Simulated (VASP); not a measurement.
# BeTe (F-43m) in VASP: single point with r2SCAN

Aim: the single point of BeTe with r2SCAN.

All numbers are computed with VASP 6.6.1; they aren't measurements. Logs are shortened: lines on timing, memory, paths and dates and some standing lists are left out, and cuts for length are marked.

## Step 1: The cell of the first run

It takes space group F-43m (No. 216, cubic). The conventional cell has a = 5.657 Å, b = 5.657 Å, c = 5.657 Å, α = 90.00°, β = 90.00°, γ = 90.00°. Be (site symmetry -43m) has 4 Te at 2.45 Å within 3.2 Å. Te (site symmetry -43m) has 4 Be at 2.45 Å within 3.2 Å.

## Step 2: Single point, r2SCAN

Input file POSCAR:

```
BeTe
1.0
    0.0000000000      2.8286236224      2.8286236224
    2.8286236224      0.0000000000      2.8286236224
    2.8286236224      2.8286236224      0.0000000000
Be Te
1 1
Direct
    0.0000000000      0.0000000000      0.0000000000
    0.2500000000      0.2500000000      0.2500000000
```

Input file INCAR.step1:

```
SYSTEM = BeTe
PREC     = Accurate       ! precision mode
ENCUT    = 660            ! plane-wave cutoff, eV
ISMEAR   = 0              ! smearing method
SIGMA    = 0.01           ! smearing width, eV
LREAL    = .False.        ! projectors in reciprocal space
LASPH    = .True.         ! aspherical terms in the spheres
NELM     = 120            ! most SCF steps
NBANDS   = 11             ! bands
GGA      = PE             ! functional
ALGO     = Normal         ! electronic algorithm
EDIFF    = 1E-5           ! SCF threshold, eV
LWAVE    = .True.         ! write WAVECAR
LCHARG   = .False.        ! write CHGCAR
GGA_COMPAT= .False.
```

Input file INCAR.step2:

```
SYSTEM = BeTe
PREC     = Accurate       ! precision mode
ENCUT    = 660            ! plane-wave cutoff, eV
EDIFF    = 1E-6           ! SCF threshold, eV
ISMEAR   = 0              ! smearing method
SIGMA    = 0.01           ! smearing width, eV
LREAL    = .False.        ! projectors in reciprocal space
LASPH    = .True.         ! aspherical terms in the spheres
NELM     = 120            ! most SCF steps
ALGO     = Normal         ! electronic algorithm
ISIF     = 2              ! what is computed and relaxed
LWAVE    = .False.        ! write WAVECAR
LCHARG   = .False.        ! write CHGCAR
METAGGA  = R2SCAN         ! meta-GGA
LMIXTAU  = .True.       
NBANDS   = 11             ! bands
ISTART   = 1            
GGA_COMPAT= .False.
```

Input file KPOINTS:

```
Automatic mesh
0
Gamma
  6 6 6
  0 0 0
```

Potentials or basis: VASP PAW PBE potentials, release 64 (Be, Te).

Launch:

```bash
$ cat potpaw_PBE.64/Be/POTCAR potpaw_PBE.64/Te/POTCAR > POTCAR
$ cp INCAR.step1 INCAR
$ mpirun -np 1 vasp_std > vasp.out
$ cp INCAR.step2 INCAR
$ mpirun -np 1 vasp_std > vasp.out
```

OUTCAR:

```text
SYSTEM = BeTe
   PREC = Accurate
   ENCUT = 660
   EDIFF = 1E-6
   ISMEAR = 0
   LREAL = .False.
   LASPH = .True.
   NELM = 120
   ISIF = 2
   METAGGA = R2SCAN
   ISTART = 1

 ion  position               nearest neighbor table
   1  0.000  0.000  0.000-   2 2.45   2 2.45   2 2.45   2 2.45
   2  0.250  0.250  0.250-   1 2.45   1 2.45   1 2.45   1 2.45

  LATTYP: Found a face centered cubic cell.
 ALAT       =     5.6572472448

  Lattice vectors:

 A1 = (   0.0000000000,   2.8286236224,   2.8286236224)
 A2 = (   2.8286236224,   0.0000000000,   2.8286236224)
 A3 = (   2.8286236224,   2.8286236224,   0.0000000000)

Analysis of symmetry for initial positions (statically):
=====================================================================
 Subroutine PRICEL returns:
 Original cell was already a primitive cell.

 Routine SETGRP: Setting up the symmetry group for a
 face centered cubic supercell.

 Subroutine GETGRP returns: Found 24 space group operations
 (whereof 24 operations were pure point group operations)
 out of a pool of 48 trial point group operations.

The static configuration has the point symmetry T_d .

Analysis of symmetry for dynamics (positions and initial velocities):
=====================================================================
 Subroutine PRICEL returns:
 Original cell was already a primitive cell.

 Routine SETGRP: Setting up the symmetry group for a
 face centered cubic supercell.

 Subroutine GETGRP returns: Found 24 space group operations
 (whereof 24 operations were pure point group operations)
 out of a pool of 48 trial point group operations.

The dynamic configuration has the point symmetry T_d .

 Subroutine INISYM returns: Found 24 space group operations
 (whereof 24 operations are pure point group operations),
 and found     1 'primitive' translations

----------------------------------------------------------------------------------------

                                     Primitive cell

  volume of cell :      45.2643

  direct lattice vectors                    reciprocal lattice vectors
     0.000000000  2.828623622  2.828623622    -0.176764415  0.176764415  0.176764415
     2.828623622  0.000000000  2.828623622     0.176764415 -0.176764415  0.176764415
     2.828623622  2.828623622  0.000000000     0.176764415  0.176764415 -0.176764415

  length of vectors
     4.000277890  4.000277890  4.000277890     0.306164948  0.306164948  0.306164948

  position of ions in fractional coordinates (direct lattice)
     0.000000000  0.000000000  0.000000000
     0.250000000  0.250000000  0.250000000

  ion indices of the primitive-cell ions
   primitive index   ion index
                 1           1
                 2           2

----------------------------------------------------------------------------------------

 KPOINTS: Automatic mesh

Automatic generation of k-mesh.
 Grid dimensions read from file:
 generate k-points for:    6    6    6

 Generating k-lattice:

  Cartesian coordinates                     Fractional coordinates (reciprocal lattice)
    -0.029460736  0.029460736  0.029460736     0.166666667  0.000000000  0.000000000
     0.029460736 -0.029460736  0.029460736     0.000000000  0.166666667  0.000000000
     0.029460736  0.029460736 -0.029460736     0.000000000  0.000000000  0.166666667

  Length of vectors
     0.051027491  0.051027491  0.051027491

  Shift w.r.t. Gamma in fractional coordinates (k-lattice)
     0.000000000  0.000000000  0.000000000

 Subroutine IBZKPT returns following result:
 ===========================================

 Found     16 irreducible k-points:

 Following reciprocal coordinates:
            Coordinates               Weight
  0.000000  0.000000  0.000000      1.000000
  0.166667  0.000000  0.000000      8.000000
  0.333333  0.000000  0.000000      8.000000
  0.500000  0.000000  0.000000      4.000000
  0.166667  0.166667  0.000000      6.000000
  0.333333  0.166667  0.000000     24.000000
[... 8 lines left out ...]
 -0.333333  0.333333  0.166667     24.000000
 -0.333333  0.500000  0.166667     12.000000
   k-points           NKPTS =     16   k-points in BZ     NKDIM =     16   number of bands    NBANDS=     11
   number of dos      NEDOS =    301   number of ions     NIONS =      2
   total plane-waves  NPLWV =  46656
   dimension x,y,z NGX =    36 NGY =   36 NGZ =   36
   dimension x,y,z NGXF=    72 NGYF=   72 NGZF=   72
   ions per type =               1   1
   NGX,Y,Z   is equivalent  to a cutoff of  14.96, 14.96, 14.96 a.u.
   NGXF,Y,Z  is equivalent  to a cutoff of  29.92, 29.92, 29.92 a.u.
 SYSTEM =  BeTe
   PREC   = accura    normal or accurate (medium, high low for compatibility)
   ISTART =      1    job   : 0-new  1-cont  2-samecut
   ICHARG =      0    charge: 1-file 2-atom 10-const
   ISPIN  =      1    spin polarized calculation?
   LNONCOLLINEAR =      F non collinear calculations
   LSORBIT =      F    spin-orbit coupling
   LASPH  =      T    aspherical Exc in radial PAW
   ENCUT  =  660.0 eV  48.51 Ry    6.96 a.u.   8.38  8.38  8.38*2*pi/ulx,y,z
   NELM   =    120;   NELMIN=  2; NELMDL=  0     # of ELM steps
   EDIFF  = 0.1E-05   stopping-criterion for ELM
   LREAL  =      F    real-space projection
   EDIFFG = 0.1E-04   stopping-criterion for IOM
   NSW    =      0    number of steps for IOM
   IBRION =     -1    ionic relax: 0-MD 1-quasi-New 2-CG
   NFREE  =      0    steps in history (QN), initial steepest desc. (CG)
   ISIF   =      2    stress and relaxation
   ISYM   =      2    0-nonsym 1-usesym 2-fastsym
   POTIM  = 0.5000    time-step for ionic-motion
   TEBEG  =    0.0;   TEEND  =   0.0 temperature during run
   PSTRESS=    0.0 pullay stress
   NELECT =       8.0000    total number of electrons
   NUPDOWN=      -1.0000    fix difference up-down
   EMIN   =  10.00;   EMAX   =-10.00  energy-range for DOS
   EFERMI =   0.00;   METHOD = LEGACY
   ISMEAR =     0;   SIGMA  =   0.01  broadening in eV -4-tet -1-fermi 0-gaus
   EFERMI_NEDOS =   21; number of points for ismear=-14 and -15
   IALGO  =     38    algorithm
   IMIX   =      4    mixing-type and parameters
     AMIX     =   0.40;   BMIX     =  1.00
     AMIX_MAG =   1.60;   BMIX_MAG =  1.00
  volume/ion in A,a.u.               =      22.63       152.73
  Fermi-wavevector in a.u.,A,eV,Ry     =   0.918727  1.736142 11.484116  0.844059
  Thomas-Fermi vector in A             =   2.043841
   LORBIT       =      0    0 simple, 1 ext, 2 COOP (PROOUT), +10 PAW based schemes
   METAGGA = R2SCAN    functional components
   LHFCALC =     F    Hartree Fock is set to
   AEXX    =    0.0000 exact exchange contribution
   IVDW    =     0    specifies the selected vdW correction
   LEPSILON=     F    determine dielectric tensor
   LRPA    =     F    only Hartree local field effects (RPA)
 non-spin polarized calculation
 Gauss-broadening in eV      SIGMA  =   0.01
  energy-cutoff  :      660.00
  volume of cell :       45.26
 maximum number of plane-waves:      1807
 NGX is ok and might be reduce to    36
   NGX = 17   NGY = 17   NGZ = 17

 number of electron       8.0000000 magnetization

 Free energy of the ion-electron system (eV)
  ---------------------------------------------------
  ext. energy  EPLUGINS =         0.00000000
  ---------------------------------------------------
  free energy    TOTEN  =       -30.68068240 eV

  energy without entropy =      -30.68068240  energy(sigma->0) =      -30.68068240

 E-fermi :   4.8513     XC(G=0):  -9.4213

 val. band max:        4.7877845881   @ k =   0.0000   0.0000   0.0000
 cond. band min:       7.1559671759   @ k =   0.5000   0.5000   0.0000
 fundamental gap:      2.3681825878
 Fermi energy:         4.8513477001

 k-point     1 :       0.0000    0.0000    0.0000
  band No.  band energies     occupation
      1      -7.9067      2.00000
      2       4.7878      2.00000
      3       4.7878      2.00000
      4       4.7878      2.00000
      5       8.8175      0.00000
      6       8.8175      0.00000
      7       8.8175      0.00000
      8       9.1937      0.00000
      9      13.8005      0.00000
     10      15.5079      0.00000
     11      15.5079      0.00000

 k-point     2 :       0.1667    0.0000    0.0000
  band No.  band energies     occupation
      1      -7.6360      2.00000
      2       2.7855      2.00000
      3       4.4097      2.00000
      4       4.4097      2.00000
      5       8.7235      0.00000
      6       9.3726      0.00000
      7       9.3726      0.00000
      8      11.1193      0.00000
      9      14.3979      0.00000
     10      14.3979      0.00000
     11      14.4737      0.00000

 k-point     3 :       0.3333    0.0000    0.0000
  band No.  band energies     occupation
      1      -6.9589      2.00000
      2       0.2425      2.00000
      3       3.8582      2.00000
      4       3.8582      2.00000
      5       8.4214      0.00000
      6       9.8435      0.00000
      7       9.8435      0.00000
      8      13.2216      0.00000
      9      14.8414      0.00000
     10      14.9682      0.00000
     11      14.9682      0.00000

 k-point     4 :       0.5000    0.0000    0.0000
  band No.  band energies     occupation
      1      -6.4990      2.00000
      2      -0.8876      2.00000
      3       3.6392      2.00000
      4       3.6392      2.00000
      5       8.3025      0.00000
      6       9.8108      0.00000
      7       9.8108      0.00000
      8      13.2602      0.00000
      9      16.4952      0.00000
     10      17.0179      0.00000
     11      17.0179      0.00000
[... 127 lines left out ...]
 k-point    14 :       0.5000    0.3333    0.1667
  band No.  band energies     occupation
      1      -6.4447      2.00000
      2       0.2909      2.00000
      3       1.6871      2.00000
      4       2.7833      2.00000
      5       9.1766      0.00000
      6      10.2003      0.00000
      7      10.5077      0.00000
      8      13.1042      0.00000
      9      15.5459      0.00000
     10      15.8810      0.00000
     11      18.3436      0.00000

 k-point    15 :      -0.3333    0.3333    0.1667
  band No.  band energies     occupation
      1      -6.1017      2.00000
      2      -0.1866      2.00000
      3       1.2415      2.00000
      4       2.3542      2.00000
      5       9.7219      0.00000
      6       9.9468      0.00000
      7      12.3123      0.00000
      8      12.5054      0.00000
      9      14.0590      0.00000
     10      17.4161      0.00000
     11      18.2340      0.00000

 k-point    16 :      -0.3333    0.5000    0.1667
  band No.  band energies     occupation
      1      -5.9520      2.00000
      2      -0.1413      2.00000
      3       1.3451      2.00000
      4       1.6687      2.00000
      5       8.9295      0.00000
      6       9.4698      0.00000
      7      12.7448      0.00000
      8      12.9664      0.00000
      9      16.4371      0.00000
     10      17.3921      0.00000
     11      18.3925      0.00000

------------------------ aborting loop because EDIFF is reached ----------------------------------------

  FORCE on cell =-STRESS in cart. coord.  units (eV):
  Direction    XX          YY          ZZ          XY          YZ          ZX
  --------------------------------------------------------------------------------------
  -------------------------------------------------------------------------------------
  Total        0.0584717      0.0584717      0.0584717     -0.0000000     -0.0000000     -0.0000000
  in kB        2.0696690      2.0696690      2.0696690     -0.0000000     -0.0000000     -0.0000000
  external PRESSURE =       2.0696690 kB  Pullay stress =       0.0000000 kB

 VOLUME and BASIS-vectors are now :
 -----------------------------------------------------------------------------
  energy-cutoff  :      660.00
  volume of cell :       45.26
      direct lattice vectors                 reciprocal lattice vectors
     0.000000000  2.828623622  2.828623622    -0.176764415  0.176764415  0.176764415
     2.828623622  0.000000000  2.828623622     0.176764415 -0.176764415  0.176764415
     2.828623622  2.828623622  0.000000000     0.176764415  0.176764415 -0.176764415

 POSITION                                       TOTAL-FORCE (eV/Angst)
 -----------------------------------------------------------------------------------
      0.00000      0.00000      0.00000         0.000000      0.000000      0.000000
      1.41431      1.41431      1.41431        -0.000000     -0.000000     -0.000000
 -----------------------------------------------------------------------------------
    total drift:                                0.000000      0.000000      0.000000

  FREE ENERGIE OF THE ION-ELECTRON SYSTEM (eV)
  ---------------------------------------------------
  free  energy   TOTEN  =       -30.6806824005 eV

  energy  without entropy=      -30.6806824005  energy(sigma->0) =      -30.68068240
```

Wall time 30 s (1 thread of Intel Xeon 6975P-C (Granite Rapids), shared host); peak memory 0.21 GiB.

What came out:

```yaml
Free_energy: -30.6807 eV
Pressure: 0.2 GPa
Band_gap_on_the_k_mesh: 2.37 eV (least direct gap 4.03 eV)
```

Caveat: the PAW data sets were made with another functional, which shifts forces and pressure a little; spin-orbit coupling is left out, which moves the levels of the heavy elements. A k mesh can miss the band edges.
